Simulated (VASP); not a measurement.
# Se (P3_221) in VASP: a series of runs

Runs on Se. Level: PBEsol. Tasks: single point, relaxation of the atoms.

Program: VASP 6.6.1. These are calculated values, not measurements. Logs are shortened: lines on timing, memory, paths and dates and some standing lists are left out, and cuts for length are marked.

## (1) The cell of the first run

The structure is trigonal, space group P3_221 (No. 154). Conventional cell: a = 4.657 Å, b = 4.657 Å, c = 4.996 Å, α = 90.00°, β = 90.00°, γ = 120.00°. Within 3.0 Å of Se (site symmetry 2) lie 2 Se at 2.29 Å.

## (2) Single point, PBEsol (strained)

Contents of INCAR:

```
PREC = Accurate ; ENCUT = 520
EDIFF = 1E-6 ; ISMEAR = 0
SIGMA = 0.02 ; LREAL = False
LASPH = True ; NELM = 100
ALGO = Normal ; ISIF = 2
LWAVE = False ; LCHARG = False
GGA = PS ; NBANDS = 16
```

Contents of KPOINTS:

```
regular mesh
0
Gamma
  9 9 6
```

Contents of POSCAR:

```
Se
1.0
    4.6574620049      0.0000000000      0.0000000000
   -2.3287310025      4.0334804134      0.0000000000
    0.0000000000      0.0000000000      4.9960243245
Se
3
Direct
    0.1940387821      0.0000000000      0.1666666667
    0.0000000000      0.1940387821      0.8333333333
    0.8059612179      0.8059612179      0.5000000000
```

Potentials or basis: VASP PAW PBE potentials, release 64 (Se).

On the command line:

```console
> cat potpaw_PBE.64/Se/POTCAR > POTCAR
> mpirun -np 1 vasp_std > vasp.out
```

OUTCAR:

```text
PREC = Accurate
   ENCUT = 520
   EDIFF = 1E-6
   ISMEAR = 0
   LREAL = False
   LASPH = True
   NELM = 100
   ISIF = 2
   GGA = PS

 ion  position               nearest neighbor table
   1  0.194  0.000  0.167-   3 2.29   2 2.29
   2  0.000  0.194  0.833-   3 2.29   1 2.29
   3  0.806  0.806  0.500-   1 2.29   2 2.29

  LATTYP: Found a hexagonal cell.
 ALAT       =     4.6574620049
 C/A-ratio  =     1.0726924491

  Lattice vectors:

 A1 = (   4.6574620049,   0.0000000000,   0.0000000000)
 A2 = (  -2.3287310025,   4.0334804134,   0.0000000000)
 A3 = (   0.0000000000,   0.0000000000,   4.9960243245)

Analysis of symmetry for initial positions (statically):
=====================================================================
 Subroutine PRICEL returns:
 Original cell was already a primitive cell.

 Routine SETGRP: Setting up the symmetry group for a
 hexagonal supercell.

 Subroutine GETGRP returns: Found  6 space group operations
 (whereof  2 operations were pure point group operations)
 out of a pool of 24 trial point group operations.

The static configuration has the point symmetry C_2 .
 The point group associated with its full space group is D_3 .

Analysis of symmetry for dynamics (positions and initial velocities):
=====================================================================
 Subroutine PRICEL returns:
 Original cell was already a primitive cell.

 Routine SETGRP: Setting up the symmetry group for a
 hexagonal supercell.

 Subroutine GETGRP returns: Found  6 space group operations
 (whereof  2 operations were pure point group operations)
 out of a pool of 24 trial point group operations.

The dynamic configuration has the point symmetry C_2 .
 The point group associated with its full space group is D_3 .

 Subroutine INISYM returns: Found  6 space group operations
 (whereof  2 operations are pure point group operations),
 and found     1 'primitive' translations

----------------------------------------------------------------------------------------

                                     Primitive cell

  volume of cell :      93.8542

  direct lattice vectors                    reciprocal lattice vectors
     4.657462005  0.000000000  0.000000000     0.214709213  0.123962422  0.000000000
    -2.328731003  4.033480413  0.000000000     0.000000000  0.247924843  0.000000000
     0.000000000  0.000000000  4.996024324     0.000000000  0.000000000  0.200159154

  length of vectors
     4.657462005  4.657462005  4.996024324     0.247924843  0.247924843  0.200159154

  position of ions in fractional coordinates (direct lattice)
     0.194038782  0.000000000  0.166666667
     0.000000000  0.194038782  0.833333333
     0.805961218  0.805961218  0.500000000

  ion indices of the primitive-cell ions
   primitive index   ion index
                 1           1
                 2           2
                 3           3

----------------------------------------------------------------------------------------

 KPOINTS: regular mesh

Automatic generation of k-mesh.
 Grid dimensions read from file:
 generate k-points for:    9    9    6

 Generating k-lattice:

  Cartesian coordinates                     Fractional coordinates (reciprocal lattice)
     0.023856579  0.013773602  0.000000000     0.111111111  0.000000000  0.000000000
     0.000000000  0.027547205  0.000000000     0.000000000  0.111111111  0.000000000
     0.000000000  0.000000000  0.033359859     0.000000000  0.000000000  0.166666667

  Length of vectors
     0.027547205  0.027547205  0.033359859

  Shift w.r.t. Gamma in fractional coordinates (k-lattice)
     0.000000000  0.000000000  0.000000000

 Subroutine IBZKPT returns following result:
 ===========================================

 Found     62 irreducible k-points:

 Following reciprocal coordinates:
            Coordinates               Weight
  0.000000  0.000000  0.000000      1.000000
  0.111111  0.000000  0.000000      6.000000
  0.222222  0.000000  0.000000      6.000000
  0.333333  0.000000  0.000000      6.000000
  0.444444  0.000000  0.000000      6.000000
  0.111111  0.111111  0.000000      6.000000
[... 16 lines left out ...]
  0.222222  0.111111  0.166667     12.000000
 -0.111111  0.333333  0.166667     12.000000
 [... further k-points ...]
   k-points           NKPTS =     62   k-points in BZ     NKDIM =     62   number of bands    NBANDS=     16
   number of dos      NEDOS =    301   number of ions     NIONS =      3
   total plane-waves  NPLWV =  51840
   dimension x,y,z NGX =    36 NGY =   36 NGZ =   40
   dimension x,y,z NGXF=    72 NGYF=   72 NGZF=   80
   ions per type =               3
   NGX,Y,Z   is equivalent  to a cutoff of  12.85, 12.85, 13.31 a.u.
   NGXF,Y,Z  is equivalent  to a cutoff of  25.70, 25.70, 26.62 a.u.
 SYSTEM =  unknown system
   PREC   = accura    normal or accurate (medium, high low for compatibility)
   ISTART =      0    job   : 0-new  1-cont  2-samecut
   ICHARG =      2    charge: 1-file 2-atom 10-const
   ISPIN  =      1    spin polarized calculation?
   LNONCOLLINEAR =      F non collinear calculations
   LSORBIT =      F    spin-orbit coupling
   LASPH  =      T    aspherical Exc in radial PAW
   ENCUT  =  520.0 eV  38.22 Ry    6.18 a.u.   8.66  8.66  9.29*2*pi/ulx,y,z
   NELM   =    100;   NELMIN=  2; NELMDL= -5     # of ELM steps
   EDIFF  = 0.1E-05   stopping-criterion for ELM
   LREAL  =      F    real-space projection
   EDIFFG = 0.1E-04   stopping-criterion for IOM
   NSW    =      0    number of steps for IOM
   IBRION =     -1    ionic relax: 0-MD 1-quasi-New 2-CG
   NFREE  =      0    steps in history (QN), initial steepest desc. (CG)
   ISIF   =      2    stress and relaxation
   ISYM   =      2    0-nonsym 1-usesym 2-fastsym
   POTIM  = 0.5000    time-step for ionic-motion
   TEBEG  =    0.0;   TEEND  =   0.0 temperature during run
   PSTRESS=    0.0 pullay stress
   NELECT =      18.0000    total number of electrons
   NUPDOWN=      -1.0000    fix difference up-down
   EMIN   =  10.00;   EMAX   =-10.00  energy-range for DOS
   EFERMI =   0.00;   METHOD = LEGACY
   ISMEAR =     0;   SIGMA  =   0.02  broadening in eV -4-tet -1-fermi 0-gaus
   EFERMI_NEDOS =   21; number of points for ismear=-14 and -15
   IALGO  =     38    algorithm
   IMIX   =      4    mixing-type and parameters
     AMIX     =   0.40;   BMIX     =  1.00
     AMIX_MAG =   1.60;   BMIX_MAG =  1.00
  volume/ion in A,a.u.               =      31.28       211.12
  Fermi-wavevector in a.u.,A,eV,Ry     =   0.944092  1.784076 12.127009  0.891310
  Thomas-Fermi vector in A             =   2.071863
   LORBIT       =      0    0 simple, 1 ext, 2 COOP (PROOUT), +10 PAW based schemes
   GGA     = PS    functional components
   LHFCALC =     F    Hartree Fock is set to
   AEXX    =    0.0000 exact exchange contribution
   IVDW    =     0    specifies the selected vdW correction
   LEPSILON=     F    determine dielectric tensor
   LRPA    =     F    only Hartree local field effects (RPA)
 non-spin polarized calculation
 Gauss-broadening in eV      SIGMA  =   0.02
  energy-cutoff  :      520.00
  volume of cell :       93.85
 maximum number of plane-waves:      2550
 NGX is ok and might be reduce to    36
   NGX = 17   NGY = 17   NGZ = 19

 number of electron      17.9999997 magnetization

 Free energy of the ion-electron system (eV)
  ---------------------------------------------------
  ext. energy  EPLUGINS =         0.00000000
  ---------------------------------------------------
  free energy    TOTEN  =       -11.19429110 eV

  energy without entropy =      -11.19429110  energy(sigma->0) =      -11.19429110

 E-fermi :   1.5843     XC(G=0):  -8.2703

 val. band max:        1.4455667637   @ k =   0.4444   0.1111   0.5000
 cond. band min:       2.4026881407   @ k =   0.3333   0.3333   0.5000
 fundamental gap:      0.9571213770
 Fermi energy:         1.5842722720

 k-point     1 :       0.0000    0.0000    0.0000
  band No.  band energies     occupation
      1     -14.5935      2.00000
      2     -10.3296      2.00000
      3     -10.3296      2.00000
      4      -2.7538      2.00000
      5      -2.7538      2.00000
      6      -1.9604      2.00000
[... 8 lines left out ...]
     15       7.8524      0.00000
     16       9.7154      0.00000

 k-point     2 :       0.1111    0.0000    0.0000
  band No.  band energies     occupation
      1     -14.5716      2.00000
      2     -10.3522      2.00000
      3     -10.3270      2.00000
      4      -2.9445      2.00000
      5      -2.8267      2.00000
      6      -1.8881      2.00000
[... 8 lines left out ...]
     15       8.1004      0.00000
     16       9.6963      0.00000

 k-point     3 :       0.2222    0.0000    0.0000
  band No.  band energies     occupation
      1     -14.5145      2.00000
      2     -10.4128      2.00000
      3     -10.3202      2.00000
      4      -3.2763      2.00000
      5      -2.9809      2.00000
      6      -1.7945      2.00000
[... 8 lines left out ...]
     15       8.7508      0.00000
     16       9.7939      0.00000

 k-point     4 :       0.3333    0.0000    0.0000
  band No.  band energies     occupation
      1     -14.4466      2.00000
      2     -10.4879      2.00000
      3     -10.3125      2.00000
      4      -3.5319      2.00000
      5      -3.1241      2.00000
      6      -1.7166      2.00000
[... 8 lines left out ...]
     15       9.5045      0.00000
     16      10.2996      0.00000
[... 324 lines left out ...]
 k-point    22 :       0.1111    0.1111    0.1667
  band No.  band energies     occupation
      1     -14.3987      2.00000
      2     -11.4744      2.00000
      3      -9.2703      2.00000
      4      -3.3643      2.00000
      5      -2.9948      2.00000
      6      -1.7807      2.00000
[... 8 lines left out ...]
     15       8.6731      0.00000
     16       9.4825      0.00000

 k-point    23 :       0.2222    0.1111    0.1667
  band No.  band energies     occupation
      1     -14.3370      2.00000
      2     -11.4672      2.00000
      3      -9.3530      2.00000
      4      -3.4991      2.00000
      5      -3.3055      2.00000
      6      -1.7157      2.00000
[... 8 lines left out ...]
     15       8.9465      0.00000
     16      10.0510      0.00000

 k-point    24 :      -0.1111    0.3333    0.1667
  band No.  band energies     occupation
      1     -14.3372      2.00000
      2     -11.4647      2.00000
      3      -9.3593      2.00000
      4      -3.5381      2.00000
      5      -3.2131      2.00000
      6      -1.7036      2.00000
[... 8 lines left out ...]
     15       8.9636      0.00000
     16       9.8727      0.00000

 [... further k-points ...]
[... 5 lines left out ...]
  --------------------------------------------------------------------------------------
  -------------------------------------------------------------------------------------
  Total        1.7279266      1.7279266      2.7871601     -0.0000000      0.0000000      0.0000000
  in kB       29.4972852     29.4972852     47.5793690     -0.0000000      0.0000000      0.0000000
  external PRESSURE =      35.5246465 kB  Pullay stress =       0.0000000 kB

 VOLUME and BASIS-vectors are now :
 -----------------------------------------------------------------------------
  energy-cutoff  :      520.00
  volume of cell :       93.85
      direct lattice vectors                 reciprocal lattice vectors
     4.657462005  0.000000000  0.000000000     0.214709213  0.123962422  0.000000000
    -2.328731003  4.033480413  0.000000000     0.000000000  0.247924843  0.000000000
     0.000000000  0.000000000  4.996024324     0.000000000  0.000000000  0.200159154

 POSITION                                       TOTAL-FORCE (eV/Angst)
 -----------------------------------------------------------------------------------
      0.90373      0.00000      0.83267         1.699949      0.000000      0.000000
     -0.45186      0.78265      4.16335        -0.849974      1.472199     -0.000000
      1.87687      3.25083      2.49801        -0.849974     -1.472199     -0.000000
 -----------------------------------------------------------------------------------
    total drift:                                0.000000      0.000001      0.000000

  FREE ENERGIE OF THE ION-ELECTRON SYSTEM (eV)
  ---------------------------------------------------
  free  energy   TOTEN  =       -11.1942910968 eV

  energy  without entropy=      -11.1942910968  energy(sigma->0) =      -11.19429110
```

Wall time 60 s (1 thread of Intel Xeon Platinum 8375C at 2.90GHz (Ice Lake), shared host); peak memory 0.25 GiB.

What came out:

```
Free energy            : -11.1943 eV
Pressure               : 3.6 GPa
Largest force          : 1.700 eV/Å
Band gap on the k mesh : 0.96 eV, indirect (least direct gap 1.21 eV)
```

Forces in eV/Å, atoms in the order of the input:
```
Se   1.700  0.000  0.000
Se  -0.850  1.472  0.000
Se  -0.850 -1.472  0.000
```

Caveat: the cell differs from its parent crystal (strained); the PAW data sets were made with another functional, which shifts forces and pressure a little. A k mesh can miss the band edges.

## (3) Relaxation of the atoms, PBEsol (equal strain along all axes, cell held: -6.0 %)

Contents of INCAR:

```
  PREC = Accurate
  ENCUT = 520
  EDIFF = 1E-6
  ISMEAR = 0
  SIGMA = 0.02
  LREAL = False
  LASPH = True
  NELM = 80
  ALGO = Normal
  ISIF = 2
  LWAVE = False
  LCHARG = False
  GGA = PS
  IBRION = 2
  NSW = 60
  EDIFFG = -0.008
```

Contents of KPOINTS:

```
regular mesh
0
Gamma
  12 12 8
```

Contents of POSCAR:

```
Se
1.0
    3.7961608121      0.0000000000      0.0000000000
   -1.8980804060      3.2875717001      0.0000000000
    0.0000000000      0.0000000000      4.8141765716
Se
3
Direct
    0.2705828582      0.0000000000      0.1666666667
    0.0000000000      0.2705828582      0.8333333333
    0.7294171418      0.7294171418      0.5000000000
```

Potentials or basis: VASP PAW PBE potentials, release 64 (Se).

On the command line:

```console
> cat potpaw_PBE.64/Se/POTCAR > POTCAR
> mpirun -np 1 vasp_std > vasp.out
```

It took 4.8 min on 1 thread of Intel Xeon 8259CL, shared host; peak memory 0.23 GiB.

Results (log left out):

```
Free energy               : -11.2101 eV
Energy gained by relaxing : 10.6 meV/atom
Ionic steps               : 6
Pressure after relaxing   : 10.9 GPa
Band gap on the k mesh    : zero (band 9 reaches 6.37 eV, above the bottom of band 10 at 6.02 eV)
```

Forces on the atoms (eV/Å):
```
Se   0.002  0.000  0.000
Se  -0.001  0.002  0.000
Se  -0.001 -0.002  0.000
```

Stress tensor (GPa, compression positive):
```
 9.46  0.00  0.00
 0.00  9.46  0.00
 0.00  0.00 13.85
```

The path:
```tsv
step	energy change (eV)	largest force (eV/Å)	pressure (GPa)
1	0.0000	0.4333	13.73
2	-0.0204	0.2237	12.67
3	-0.0310	0.0477	11.39
4	-0.0317	0.0203	11.06
5	-0.0318	0.0124	10.83
6	-0.0319	0.0024	10.92
```

Final structure:
```yaml
crystal:
  lattice:
    - [3.79616, 0.00000, 0.00000]
    - [-1.89808, 3.28757, 0.00000]
    - [0.00000, 0.00000, 4.81418]
  atoms:
    - { symbol: Se, position: [0.28631, 0.00000, 0.16667] }
    - { symbol: Se, position: [0.00000, 0.28631, 0.83333] }
    - { symbol: Se, position: [0.71369, 0.71369, 0.50000] }
```

Levels at points of the mesh, in eV from the Fermi level:
| k point | band 5 | band 6 | band 7 | band 8 | band 9 | band 10 | band 11 | band 12 | band 13 |
| --- | --- | --- | --- | --- | --- | --- | --- | --- | --- |
| (0.00, 0.00, 0.00) | -3.67 | -3.67 | -2.74 | -2.74 | -2.01 | 1.29 | 1.29 | 1.61 | 6.01 |
| (0.50, 0.00, 0.00) | -6.16 | -5.47 | -5.17 | -1.27 | -1.06 | 0.51 | 0.63 | 2.44 | 4.91 |
| (0.00, 0.00, 0.50) | -3.94 | -3.94 | -2.02 | -1.63 | -1.63 | -0.26 | -0.26 | -0.14 | 4.67 |
| (0.50, 0.00, 0.50) | -5.02 | -4.95 | -3.93 | -3.49 | 0.04 | 0.96 | 2.79 | 3.20 | 5.47 |

Caveat: the cell differs from its parent crystal (equal strain along all axes, cell held: -6.0 %); the PAW data sets were made with another functional, which shifts forces and pressure a little.
